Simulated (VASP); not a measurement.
Wanted: the native input for a VASP 6.6.1 run.

```
Task                   : single point
Functional             : PBE
Potentials or basis    : VASP PAW PBE potentials, release 64 (Zn, Se)
Cutoff                 : 520 eV
k mesh                 : 8 × 8 × 8
Occupations            : gaussian, width 0.05 eV
Spin                   : no spin polarisation
Dipole correction      : no
Further INCAR settings : ALGO = Normal; EDIFF = 1e-07; NBANDS = 16
```

The structure of ZnSe lies in POSCAR:

```
ZnSe
1.0
    0.0000000000      2.8659201414      2.8659201414
    2.8659201414      0.0000000000      2.8659201414
    2.8659201414      2.8659201414      0.0000000000
Zn Se
1 1
Direct
    0.0000000000      0.0000000000      0.0000000000
    0.7500000000      0.7500000000      0.7500000000
```

One way to write it, as run:

INCAR

```
  PREC = Accurate
  ENCUT = 520
  EDIFF = 1E-7
  ISMEAR = 0
  SIGMA = 0.05
  LREAL = F
  LASPH = T
  NELM = 80
  ALGO = Normal
  ISIF = 2
  LWAVE = F
  LCHARG = F
  GGA = PE
  NBANDS = 16
```

KPOINTS

```
regular mesh
0
Gamma
  8 8 8
```

Potentials or basis: VASP PAW PBE potentials, release 64 (Zn, Se).

Run with:

```bash
$ cat potpaw_PBE.64/Zn/POTCAR potpaw_PBE.64/Se/POTCAR > POTCAR
$ mpirun -np 1 vasp_std > vasp.out
```

Results of the run:

```json
{"Pressure": "0.2 GPa", "Band gap on the k mesh": "1.16 eV, direct"}
```

It took 24 s on 1 thread of Intel Xeon 6975P-C (shared host), peak memory 0.18 GiB.
